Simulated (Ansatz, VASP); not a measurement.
Co3Sn2: VASP beside Ansatz

INCAR

```
PREC = Accurate
ENCUT = 520
EDIFF = 1E-6
ISMEAR = 0
SIGMA = 0.1
LREAL = F
LASPH = T
NELM = 100
ALGO = Fast
ISIF = 2
LWAVE = F
LCHARG = F
GGA = PS
NBANDS = 36
```

File KPOINTS:

```
Automatic mesh
0
Gamma
  12 12 8
```

The input POSCAR:

```
Co3Sn2
1.0
    4.2229921449      0.0000000000      0.0000000000
   -2.1114960725      3.6572184775      0.0000000000
    0.0000000000      0.0000000000      5.0668540000
Co Sn
3 2
Direct
    0.0000000000      0.0000000000      0.7463570000
    0.0000000000      0.0000000000      0.2536430000
    0.6666666667      0.3333333333      0.0000000000
    0.6666666667      0.3333333333      0.5000000000
    0.3333333333      0.6666666667      0.0000000000
```

Input for Ansatz:

```yaml
crystal:
  lattice:
    - [4.2229921449, 0.0, 0.0]
    - [-2.1114960725, 3.6572184775, 0.0]
    - [0.0, 0.0, 5.066854]
  atoms:
    - { symbol: Co, position: [0.0, 0.0, 0.746357] }
    - { symbol: Co, position: [0.0, 0.0, 0.253643] }
    - { symbol: Co, position: [0.6666666667, 0.3333333333, 0.0] }
    - { symbol: Sn, position: [0.6666666667, 0.3333333333, 0.5] }
    - { symbol: Sn, position: [0.3333333333, 0.6666666667, 0.0] }
basis:
  ecutwfc: 420
kpoints:
  mp_grid: { grid: [12, 12, 8] }
hamiltonian:
  xc: pbesol
scf:
  occupations: { method: gaussian, width: 0.1 }
  lower_state_search: "off"
output:
  forces: true
  stress: true
  eigenvalues: true
  write_density: true
  write_potential: true
  elf: true
  volumetric_format: npy
```

Alike in both runs: task single point; functional PBEsol; k mesh 12 × 12 × 8; occupations gaussian, width 0.1 eV; no spin polarisation.

|  | VASP | Ansatz |
| --- | --- | --- |
| version | VASP 6.6.1 | Ansatz 0.2.0 |
| potentials or method | VASP PAW PBE potentials, release 64 (Co, Sn_d), cutoff 520 eV | scalar-relativistic, plane waves, PAW |
| valence electrons in the cell | 55 | 79 |

|  | VASP | Ansatz | Ansatz less VASP |
| --- | --- | --- | --- |
| gap on the k mesh at the Fermi level (eV) | none | none | - |
| pressure (GPa) | -7.8 | -7.8 | +0.02 |
| traceless stress, the component that is largest in VASP (GPa) | 2.34 | 2.29 | -0.052 |
| rms of the force components (eV/Å) | 0.079 | 0.079 | +0.0006 |

VASP's potentials were made for PBE, not for PBEsol. Atom by atom the forces differ by 0.001 eV/Å (rms over components). A gap of «none» marks a metal or a gap that the smearing closes. The functional is the same, so the differences come from potentials, cutoffs and numerics. VASP's potentials hold 55 valence electrons a cell and Ansatz's 79, so a difference there can come from the potentials and not from the codes.
